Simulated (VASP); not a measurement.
# Ru (Fd-3m) in VASP: a series of runs

The runs below take Ru through single point, relaxation of cell and atoms, with RPBE.

Everything below comes from runs of VASP 6.6.1. Logs are shortened: lines on timing, memory, paths and dates and some standing lists are left out, and cuts for length are marked.

## Step 1: The cell of the first run

It takes space group Fd-3m (No. 227, cubic). The conventional cell has a = 5.630 Å, b = 5.630 Å, c = 5.630 Å, α = 90.00°, β = 90.00°, γ = 90.00°. Within 3.2 Å of Ru (site symmetry -43m) lie 4 Ru at 2.44 Å.

## Step 2: Single point, RPBE (volume scaled by 1.08)

File INCAR:

```
PREC = Accurate
ENCUT = 520
EDIFF = 1E-7
ISMEAR = -1
SIGMA = 0.1
LREAL = F
LASPH = T
NELM = 80
ALGO = Normal
ISIF = 2
LWAVE = F
LCHARG = T
GGA = RP
LELF = T
LVHAR = T
NBANDS = 21
```

File KPOINTS:

```
Automatic mesh
0
Gamma
  11 11 11
```

File POSCAR:

```
Ru
1.0
    0.0000000000      2.8150910118      2.8150910118
    2.8150910118      0.0000000000      2.8150910118
    2.8150910118      2.8150910118      0.0000000000
Ru
2
Direct
    0.1250000000      0.1250000000      0.1250000000
    0.8750000000      0.8750000000      0.8750000000
```

Potentials or basis: VASP PAW PBE potentials, release 64 (Ru_pv).

Started as:

```
$ cat potpaw_PBE.64/Ru_pv/POTCAR > POTCAR
$ mpirun -np 1 vasp_std > vasp.out
```

OUTCAR:

```text
PREC = Accurate
   ENCUT = 520
   EDIFF = 1E-7
   ISMEAR = -1
   LREAL = F
   LASPH = T
   NELM = 80
   ISIF = 2
   GGA = RP

 ion  position               nearest neighbor table
   1  0.125  0.125  0.125-   2 2.44   2 2.44   2 2.44   2 2.44
   2  0.875  0.875  0.875-   1 2.44   1 2.44   1 2.44   1 2.44

  LATTYP: Found a face centered cubic cell.
 ALAT       =     5.6301820236

  Lattice vectors:

 A1 = (   0.0000000000,   2.8150910118,   2.8150910118)
 A2 = (   2.8150910118,   0.0000000000,   2.8150910118)
 A3 = (   2.8150910118,   2.8150910118,   0.0000000000)

Analysis of symmetry for initial positions (statically):
=====================================================================
 Subroutine PRICEL returns:
 Original cell was already a primitive cell.

 Routine SETGRP: Setting up the symmetry group for a
 face centered cubic supercell.

 Subroutine GETGRP returns: Found 48 space group operations
 (whereof 12 operations were pure point group operations)
 out of a pool of 48 trial point group operations.

The static configuration has the point symmetry D_3d.
 The point group associated with its full space group is O_h .

Analysis of symmetry for dynamics (positions and initial velocities):
=====================================================================
 Subroutine PRICEL returns:
 Original cell was already a primitive cell.

 Routine SETGRP: Setting up the symmetry group for a
 face centered cubic supercell.

 Subroutine GETGRP returns: Found 48 space group operations
 (whereof 12 operations were pure point group operations)
 out of a pool of 48 trial point group operations.

The dynamic configuration has the point symmetry D_3d.
 The point group associated with its full space group is O_h .

 Subroutine INISYM returns: Found 48 space group operations
 (whereof 12 operations are pure point group operations),
 and found     1 'primitive' translations

----------------------------------------------------------------------------------------

                                     Primitive cell

  volume of cell :      44.6177

  direct lattice vectors                    reciprocal lattice vectors
     0.000000000  2.815091012  2.815091012    -0.177614151  0.177614151  0.177614151
     2.815091012  0.000000000  2.815091012     0.177614151 -0.177614151  0.177614151
     2.815091012  2.815091012  0.000000000     0.177614151  0.177614151 -0.177614151

  length of vectors
     3.981139888  3.981139888  3.981139888     0.307636734  0.307636734  0.307636734

  position of ions in fractional coordinates (direct lattice)
     0.125000000  0.125000000  0.125000000
     0.875000000  0.875000000  0.875000000

  ion indices of the primitive-cell ions
   primitive index   ion index
                 1           1
                 2           2

----------------------------------------------------------------------------------------

 KPOINTS: Automatic mesh

Automatic generation of k-mesh.
 Grid dimensions read from file:
 generate k-points for:   11   11   11

 Generating k-lattice:

  Cartesian coordinates                     Fractional coordinates (reciprocal lattice)
    -0.016146741  0.016146741  0.016146741     0.090909091  0.000000000  0.000000000
     0.016146741 -0.016146741  0.016146741     0.000000000  0.090909091  0.000000000
     0.016146741  0.016146741 -0.016146741     0.000000000  0.000000000  0.090909091

  Length of vectors
     0.027966976  0.027966976  0.027966976

  Shift w.r.t. Gamma in fractional coordinates (k-lattice)
     0.000000000  0.000000000  0.000000000

 Subroutine IBZKPT returns following result:
 ===========================================

 Found     56 irreducible k-points:

 Following reciprocal coordinates:
            Coordinates               Weight
  0.000000  0.000000  0.000000      1.000000
  0.090909  0.000000  0.000000      8.000000
  0.181818  0.000000  0.000000      8.000000
  0.272727  0.000000  0.000000      8.000000
  0.363636  0.000000  0.000000      8.000000
  0.454545  0.000000  0.000000      8.000000
[... 16 lines left out ...]
 -0.272727  0.181818  0.000000     24.000000
 -0.181818  0.181818  0.000000     12.000000
 [... further k-points ...]
   k-points           NKPTS =     56   k-points in BZ     NKDIM =     56   number of bands    NBANDS=     21
   number of dos      NEDOS =    301   number of ions     NIONS =      2
   total plane-waves  NPLWV =  27000
   dimension x,y,z NGX =    30 NGY =   30 NGZ =   30
   dimension x,y,z NGXF=    60 NGYF=   60 NGZF=   60
   ions per type =               2
   NGX,Y,Z   is equivalent  to a cutoff of  12.53, 12.53, 12.53 a.u.
   NGXF,Y,Z  is equivalent  to a cutoff of  25.06, 25.06, 25.06 a.u.
 SYSTEM =  unknown system
   PREC   = accura    normal or accurate (medium, high low for compatibility)
   ISTART =      0    job   : 0-new  1-cont  2-samecut
   ICHARG =      2    charge: 1-file 2-atom 10-const
   ISPIN  =      1    spin polarized calculation?
   LNONCOLLINEAR =      F non collinear calculations
   LSORBIT =      F    spin-orbit coupling
   LASPH  =      T    aspherical Exc in radial PAW
   ENCUT  =  520.0 eV  38.22 Ry    6.18 a.u.   7.40  7.40  7.40*2*pi/ulx,y,z
   NELM   =     80;   NELMIN=  2; NELMDL= -5     # of ELM steps
   EDIFF  = 0.1E-06   stopping-criterion for ELM
   LREAL  =      F    real-space projection
   EDIFFG = 0.1E-05   stopping-criterion for IOM
   NSW    =      0    number of steps for IOM
   IBRION =     -1    ionic relax: 0-MD 1-quasi-New 2-CG
   NFREE  =      0    steps in history (QN), initial steepest desc. (CG)
   ISIF   =      2    stress and relaxation
   ISYM   =      2    0-nonsym 1-usesym 2-fastsym
   POTIM  = 0.5000    time-step for ionic-motion
   TEBEG  =    0.0;   TEEND  =   0.0 temperature during run
   PSTRESS=    0.0 pullay stress
   NELECT =      28.0000    total number of electrons
   NUPDOWN=      -1.0000    fix difference up-down
   EMIN   =  10.00;   EMAX   =-10.00  energy-range for DOS
   EFERMI =   0.00;   METHOD = LEGACY
   ISMEAR =    -1;   SIGMA  =   0.10  broadening in eV -4-tet -1-fermi 0-gaus
   EFERMI_NEDOS =   21; number of points for ismear=-14 and -15
   IALGO  =     38    algorithm
   IMIX   =      4    mixing-type and parameters
     AMIX     =   0.40;   BMIX     =  1.00
     AMIX_MAG =   1.60;   BMIX_MAG =  1.00
  volume/ion in A,a.u.               =      22.31       150.55
  Fermi-wavevector in a.u.,A,eV,Ry     =   1.401603  2.648646 26.728529  1.964491
  Thomas-Fermi vector in A             =   2.524448
   LORBIT       =      0    0 simple, 1 ext, 2 COOP (PROOUT), +10 PAW based schemes
   GGA     = RP    functional components
   LHFCALC =     F    Hartree Fock is set to
   AEXX    =    0.0000 exact exchange contribution
   IVDW    =     0    specifies the selected vdW correction
   LEPSILON=     F    determine dielectric tensor
   LRPA    =     F    only Hartree local field effects (RPA)
 non-spin polarized calculation
  energy-cutoff  :      520.00
  volume of cell :       44.62
 maximum number of plane-waves:      1243
 NGX is ok and might be reduce to    30
   NGX = 15   NGY = 15   NGZ = 15

 number of electron      27.9999994 magnetization

 Free energy of the ion-electron system (eV)
  ---------------------------------------------------
  ext. energy  EPLUGINS =         0.00000000
  ---------------------------------------------------
  free energy    TOTEN  =       -14.87836351 eV

  energy without entropy =      -14.80882387  energy(sigma->0) =      -14.84359369

 E-fermi :   6.0036     XC(G=0): -10.7063

 val. band max:        5.9843896950   @ k =   0.2727   0.1818   0.0000
 cond. band min:       6.0415300184   @ k =   0.3636   0.2727   0.0909
 fundamental gap:      0.0571403234
 Fermi energy:         6.0035890272

 k-point     1 :       0.0000    0.0000    0.0000
  band No.  band energies     occupation
      1     -36.9127      2.00000
      2     -36.9127      2.00000
      3     -36.9127      2.00000
      4     -36.2427      2.00000
      5     -36.2427      2.00000
      6     -36.2427      2.00000
[... 13 lines left out ...]
     20      18.2798      0.00000
     21      18.6224      0.00000

 k-point     2 :       0.0909    0.0000    0.0000
  band No.  band energies     occupation
      1     -36.9188      2.00000
      2     -36.9188      2.00000
      3     -36.9111      2.00000
      4     -36.2448      2.00000
      5     -36.2363      2.00000
      6     -36.2363      2.00000
[... 13 lines left out ...]
     20      17.1191      0.00000
     21      17.9650      0.00000

 k-point     3 :       0.1818    0.0000    0.0000
  band No.  band energies     occupation
      1     -36.9349      2.00000
      2     -36.9349      2.00000
      3     -36.9071      2.00000
      4     -36.2505      2.00000
      5     -36.2196      2.00000
      6     -36.2196      2.00000
[... 13 lines left out ...]
     20      17.2690      0.00000
     21      17.4373      0.00000

 k-point     4 :       0.2727    0.0000    0.0000
  band No.  band energies     occupation
      1     -36.9548      2.00000
      2     -36.9548      2.00000
      3     -36.9020      2.00000
      4     -36.2578      2.00000
      5     -36.1989      2.00000
      6     -36.1989      2.00000
[... 13 lines left out ...]
     20      16.6509      0.00000
     21      16.6571      0.00000

 k-point     5 :       0.3636    0.0000    0.0000
  band No.  band energies     occupation
      1     -36.9722      2.00000
      2     -36.9722      2.00000
      3     -36.8975      2.00000
      4     -36.2642      2.00000
      5     -36.1807      2.00000
      6     -36.1807      2.00000
[... 13 lines left out ...]
     20      16.0352      0.00000
     21      16.3563      0.00000
[... 382 lines left out ...]
     20      14.1423      0.00000
     21      16.4980      0.00000

 k-point    22 :      -0.3636    0.1818    0.0000
  band No.  band energies     occupation
      1     -37.0391      2.00000
      2     -36.9921      2.00000
      3     -36.8049      2.00000
      4     -36.3559      2.00000
      5     -36.1601      2.00000
      6     -36.1161      2.00000
[... 13 lines left out ...]
     20      14.8594      0.00000
     21      16.5964      0.00000

 k-point    23 :      -0.2727    0.1818    0.0000
  band No.  band energies     occupation
      1     -37.0249      2.00000
      2     -36.9739      2.00000
      3     -36.8295      2.00000
      4     -36.3306      2.00000
      5     -36.1790      2.00000
      6     -36.1300      2.00000
[... 13 lines left out ...]
     20      15.9137      0.00000
     21      16.7575      0.00000

 k-point    24 :      -0.1818    0.1818    0.0000
  band No.  band energies     occupation
      1     -36.9984      2.00000
      2     -36.9541      2.00000
      3     -36.8599      2.00000
      4     -36.2993      2.00000
      5     -36.1996      2.00000
      6     -36.1562      2.00000
[... 13 lines left out ...]
     20      16.9726      0.00000
     21      17.1406      0.00000

 [... further k-points ...]
[... 5 lines left out ...]
  --------------------------------------------------------------------------------------
  -------------------------------------------------------------------------------------
  Total       -2.6653406     -2.6653406     -2.6653406     -0.0000000      0.0000000      0.0000000
  in kB      -95.7097052    -95.7097052    -95.7097052     -0.0000000      0.0000000      0.0000000
  external PRESSURE =     -95.7097052 kB  Pullay stress =       0.0000000 kB

 VOLUME and BASIS-vectors are now :
 -----------------------------------------------------------------------------
  energy-cutoff  :      520.00
  volume of cell :       44.62
      direct lattice vectors                 reciprocal lattice vectors
     0.000000000  2.815091012  2.815091012    -0.177614151  0.177614151  0.177614151
     2.815091012  0.000000000  2.815091012     0.177614151 -0.177614151  0.177614151
     2.815091012  2.815091012  0.000000000     0.177614151  0.177614151 -0.177614151

 POSITION                                       TOTAL-FORCE (eV/Angst)
 -----------------------------------------------------------------------------------
      0.70377      0.70377      0.70377        -0.000000     -0.000000     -0.000000
      4.92641      4.92641      4.92641         0.000000      0.000000      0.000000
 -----------------------------------------------------------------------------------
    total drift:                               -0.000000      0.000000      0.000000

  FREE ENERGIE OF THE ION-ELECTRON SYSTEM (eV)
  ---------------------------------------------------
  free  energy   TOTEN  =       -14.8783635114 eV

  energy  without entropy=      -14.8088238746  energy(sigma->0) =      -14.84359369
```

Wall time 46 s (1 thread of Intel Xeon Platinum 8259CL at 2.50GHz (Skylake/Cascade Lake), shared host); peak memory 0.19 GiB.

Results:

```yaml
Free_energy: -14.8784 eV
Pressure: -9.6 GPa
Band_gap_on_the_k_mesh: zero (band 14 reaches 6.30 eV, above the bottom of band 15 at 5.55 eV)
```

Caveat: the cell differs from its parent crystal (volume scaled by 1.08); the PAW data sets were made with another functional, which shifts forces and pressure a little.

## Step 3: Single point, RPBE (volume scaled by 1.12)

File INCAR:

```
SYSTEM = Ru
PREC = Accurate ; ENCUT = 520
EDIFF = 1E-6 ; ISMEAR = -1
SIGMA = 0.1 ; LREAL = .False.
LASPH = .True. ; NELM = 100
ALGO = Normal ; ISIF = 2
LWAVE = .False. ; LCHARG = .False.
GGA = RP ; NBANDS = 21
```

File KPOINTS:

```
regular mesh
0
Gamma
  11 11 11
  0 0 0
```

File POSCAR:

```
Ru
1.0
    0.0000000000      2.8494247737      2.8494247737
    2.8494247737      0.0000000000      2.8494247737
    2.8494247737      2.8494247737      0.0000000000
Ru
2
Direct
    0.1250000000      0.1250000000      0.1250000000
    0.8750000000      0.8750000000      0.8750000000
```

Potentials or basis: VASP PAW PBE potentials, release 64 (Ru_pv).

Started as:

```
$ cat potpaw_PBE.64/Ru_pv/POTCAR > POTCAR
$ mpirun -np 1 vasp_std > vasp.out
```

Run time: 39 s. Hardware: 1 thread of Intel Xeon Platinum 8259CL at 2.50GHz (Skylake/Cascade Lake), shared host; peak memory 0.19 GiB.

It converged, with:

```yaml
Free_energy: -14.7620 eV
Pressure: -13.0 GPa
Band_gap_on_the_k_mesh: zero (band 14 reaches 5.88 eV, above the bottom of band 15 at 5.17 eV)
```

Levels at points of the mesh, in eV from the Fermi level:
| k point | band 11 | band 12 | band 13 | band 14 | band 15 | band 16 | band 17 | band 18 |
| --- | --- | --- | --- | --- | --- | --- | --- | --- |
| (0.00, 0.00, 0.00) | -2.77 | -2.77 | -0.41 | -0.41 | -0.41 | 1.45 | 1.45 | 11.16 |

Caveat: the cell differs from its parent crystal (volume scaled by 1.12); the PAW data sets were made with another functional, which shifts forces and pressure a little.

## Step 4: Relaxation of cell and atoms, RPBE

This run uses another cell than the first one, of 18.30 Å³/atom, 0.820 times its volume.

File INCAR:

```
PREC     = Accurate       # precision mode
ENCUT    = 600            # plane-wave cutoff, eV
EDIFF    = 1E-7           # SCF threshold, eV
ISMEAR   = -1             # smearing method
SIGMA    = 0.1            # smearing width, eV
LREAL    = F              # projectors in reciprocal space
LASPH    = T              # aspherical terms in the spheres
NELM     = 100            # most SCF steps
ALGO     = Normal         # electronic algorithm
ISIF     = 3              # what is computed and relaxed
LWAVE    = F              # write WAVECAR
LCHARG   = F              # write CHGCAR
GGA      = RP             # functional
IBRION   = 2              # ionic algorithm
NSW      = 80             # ionic steps
EDIFFG   = -0.01          # ionic threshold
```

File KPOINTS:

```
regular mesh
0
Gamma
  10 10 10
```

File POSCAR:

```
Ru
1.0
    0.0000000000      2.6351714020      2.6351714020
    2.6351714020      0.0000000000      2.6351714020
    2.6351714020      2.6351714020      0.0000000000
Ru
2
Direct
    0.1250000000      0.1250000000      0.1250000000
    0.8750000000      0.8750000000      0.8750000000
```

Started as:

```
$ cat potpaw_PBE.64/Ru_pv/POTCAR > POTCAR
$ mpirun -np 1 vasp_std > vasp.out
```

Wall time 2.4 min (1 thread of Intel Xeon Platinum 8259CL at 2.50GHz (Skylake/Cascade Lake), shared host); peak memory 0.19 GiB.

Results (log left out):

```yaml
Free_energy: -14.9780 eV
Relaxed_volume: 20.68 Å³/atom
Relaxed_cell: a = 3.882 Å, b = 3.882 Å, c = 3.882 Å, α = 60.00°, β = 60.00°, γ = 60.00°
Space_group_after_relaxing_to_0.05_Å: Fd-3m (No. 227)
Energy_gained_by_relaxing: 166.3 meV/atom
Ionic_steps: 5
Pressure_after_relaxing: 0.1 GPa
Band_gap_on_the_k_mesh: zero (band 14 reaches 7.34 eV, above the bottom of band 15 at 6.41 eV)
```

Step by step:
| step | energy change (eV) | largest force (eV/Å) | pressure (GPa) | volume (Å³) |
| --- | --- | --- | --- | --- |
| 1 | 0.0000 | 0.0000 | 25.14 | 36.60 |
| 2 | 0.7526 | 0.0000 | -21.05 | 54.01 |
| 3 | -0.3299 | 0.0000 | -1.71 | 41.85 |
| 4 | -0.3325 | 0.0000 | -0.31 | 41.46 |
| 5 | -0.3325 | 0.0000 | 0.06 | 41.35 |

Final structure:
```cif
data_structure
_symmetry_space_group_name_H-M 'P 1'
_symmetry_Int_Tables_number 1
_cell_length_a 3.8816
_cell_length_b 3.8816
_cell_length_c 3.8816
_cell_angle_alpha 60.000
_cell_angle_beta 60.000
_cell_angle_gamma 60.000
_cell_volume 41.35
loop_
_atom_site_label
_atom_site_type_symbol
_atom_site_fract_x
_atom_site_fract_y
_atom_site_fract_z
_atom_site_occupancy
Ru1 Ru 0.12500 0.12500 0.12500 1
Ru2 Ru 0.87500 0.87500 0.87500 1
```

Levels at points of the mesh, in eV from the Fermi level:
| k point | band 12 | band 13 | band 14 | band 15 | band 16 | band 17 |
| --- | --- | --- | --- | --- | --- | --- |
| (0.00, 0.00, 0.00) | -3.13 | -0.45 | -0.45 | -0.45 | 1.76 | 1.76 |
| (0.50, 0.00, 0.00) | -3.12 | -0.33 | 0.19 | 0.19 | 1.34 | 1.34 |
| (0.50, 0.50, 0.00) | -1.38 | -1.23 | -1.23 | 1.63 | 1.63 | 3.30 |

Caveat: the PAW data sets were made with another functional, which shifts forces and pressure a little.

## Step 5: Single point, RPBE

This run uses another cell than the first one, of 20.66 Å³/atom, 0.926 times its volume.

File INCAR:

```
ALGO = Normal
EDIFF = 1E-6
ENCUT = 520
GGA = RP
ISIF = 2
ISMEAR = -1
LASPH = T
LCHARG = F
LREAL = F
LWAVE = F
NBANDS = 21
NELM = 60
PREC = Accurate
SIGMA = 0.1
```

File KPOINTS:

```
k-points
0
Gamma
  16 16 16
```

File POSCAR:

```
Ru
1.0
    0.0000000000      2.7437920177      2.7437920177
    2.7437920177      0.0000000000      2.7437920177
    2.7437920177      2.7437920177      0.0000000000
Ru
2
Direct
    0.1250000000      0.1250000000      0.1250000000
    0.8750000000      0.8750000000      0.8750000000
```

Started as:

```
$ cat potpaw_PBE.64/Ru_pv/POTCAR > POTCAR
$ mpirun -np 1 vasp_std > vasp.out
```

It took 1.7 min on 1 thread of Intel Xeon Platinum 8259CL at 2.50GHz (Skylake/Cascade Lake), shared host; peak memory 0.24 GiB.

It converged, with:

- Free energy: -14.9810 eV
- Pressure: 0.3 GPa
- Band gap on the k mesh: zero (band 14 reaches 7.26 eV, above the bottom of band 15 at 6.42 eV)

Levels at points of the mesh, in eV from the Fermi level:
| k point | band 11 | band 12 | band 13 | band 14 | band 15 | band 16 | band 17 | band 18 |
| --- | --- | --- | --- | --- | --- | --- | --- | --- |
| (0.00, 0.00, 0.00) | -3.13 | -3.13 | -0.45 | -0.45 | -0.45 | 1.77 | 1.77 | 11.03 |
| (0.50, 0.00, 0.00) | -3.36 | -3.12 | -0.33 | 0.20 | 0.20 | 1.35 | 1.35 | 3.00 |
| (0.50, 0.50, 0.00) | -1.38 | -1.38 | -1.23 | -1.23 | 1.63 | 1.63 | 3.31 | 3.31 |

Caveat: the PAW data sets were made with another functional, which shifts forces and pressure a little.

## Step 6: The runs side by side

```csv
task,cell,k mesh,cutoff (eV),gap on the mesh (eV),pressure (GPa)
single point,"a = 3.981 Å, angles 60.0°, 2 atoms",11 × 11 × 11,520,none,-9.6
single point,"a = 4.030 Å, angles 60.0°, 2 atoms",11 × 11 × 11,520,none,-13.0
relaxation of cell and atoms,"relaxed from a = 3.727 Å, angles 60.0°, 2 atoms",10 × 10 × 10,600,none,0.1
single point,"a = 3.880 Å, angles 60.0°, 2 atoms",16 × 16 × 16,520,none,0.3
```

Alike in all rows: level RPBE; potentials or basis VASP PAW PBE potentials, release 64 (Ru_pv); no spin polarisation; smearing fermi-dirac 0.1 eV.

Caveats: the PAW data sets were made with another functional, which shifts forces and pressure a little.

Total energies depend on the potentials used, so only differences within one code and one set of settings carry meaning.
